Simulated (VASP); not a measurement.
Here is a VASP 6.6.1 calculation.

Contents of INCAR:

```
SYSTEM = SrCl2
  PREC = Accurate
  ENCUT = 520
  EDIFF = 1E-6
  ISMEAR = -1
  SIGMA = 0.01
  LREAL = .FALSE.
  LASPH = .TRUE.
  NELM = 60
  ALGO = Normal
  ISIF = 2
  LWAVE = .FALSE.
  LCHARG = .FALSE.
  NBANDS = 19
```

The input KPOINTS:

```
regular mesh
0
G
  8 8 8
  0 0 0
```

File POSCAR:

```
SrCl2
1.0
    0.0000000000      3.4855000000      3.4157900000
    3.4855000000      0.0000000000      3.4157900000
    3.4855000000      3.4855000000      0.0000000000
Sr Cl
1 2
Direct
    0.0000000000      0.0000000000      0.0000000000
    0.2500000000      0.2500000000      0.2500000000
    0.7500000000      0.7500000000      0.7500000000
```

Potentials or basis: VASP PAW LDA potentials, release 64 (Sr_sv, Cl).

Command:

```bash
$ cat potpaw_LDA.64/Sr_sv/POTCAR potpaw_LDA.64/Cl/POTCAR > POTCAR
$ mpirun -np 1 vasp_std > vasp.out
```

Question: Estimate the band gap on the k mesh.

Answer: 4.87 eV, indirect (least direct gap 5.05 eV).

Question: What does it give for the pressure?

Answer: -2.0 GPa.

Stress tensor (GPa, compression positive):
```
-2.33  0.00  0.00
 0.00 -2.33  0.00
 0.00  0.00 -1.28
```

Caveat: the cell differs from its parent crystal (zz strain of -2 %). A k mesh can miss the band edges.
